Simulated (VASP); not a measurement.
Write the native input for VASP 6.6.1 that does the following.

- Task: single point
- Functional: PBEsol
- Potentials or basis: VASP PAW PBE potentials, release 64 (Zr_sv)
- Cutoff: 520 eV
- k mesh: 18 × 18 × 10
- Occupations: gaussian, width 0.15 eV
- Spin: no spin polarisation
- Dipole correction: no
- Further INCAR settings: ALGO = Fast; EDIFF = 1e-06; NBANDS = 19

The structure of Zr lies in POSCAR:

```
Zr
1.0
    3.3289581692      0.0000000000      0.0000000000
   -1.6644790846      2.8829623427      0.0000000000
    0.0000000000      0.0000000000      4.9925900000
Zr
2
Direct
    0.3333333333      0.6666666667      0.2500000000
    0.6666666667      0.3333333333      0.7500000000
```

This cell differs from its parent crystal: strain +0.030 along x and y, -0.030 along z.

The input as run:

INCAR

```
PREC = Accurate ; ENCUT = 520
EDIFF = 1E-6 ; ISMEAR = 0
SIGMA = 0.15 ; LREAL = F
LASPH = T ; NELM = 60
ALGO = Fast ; ISIF = 2
LWAVE = F ; LCHARG = T
GGA = PS ; LELF = T
LVHAR = T ; NBANDS = 19
```

KPOINTS

```
regular mesh
0
Gamma
  18 18 10
```

Potentials or basis: VASP PAW PBE potentials, release 64 (Zr_sv).

Launch:

```bash
$ cat potpaw_PBE.64/Zr_sv/POTCAR > POTCAR
$ mpirun -np 1 vasp_std > vasp.out
```

It gave:

```json
{
 "Pressure": "-5.3 GPa",
 "Band gap on the k mesh": "zero (bands 12 and 13 overlap by 1.17 eV)"
}
```

Caveat: the cell differs from its parent crystal (strain +0.030 along x and y, -0.030 along z); the cell stands under tension; the PAW data sets were made with another functional, which shifts forces and pressure a little.

Run time: 3.2 min on 1 thread of Intel(R) Xeon(R) 6975P-C (Granite Rapids), with other jobs on the host, peak memory 0.29 GiB.
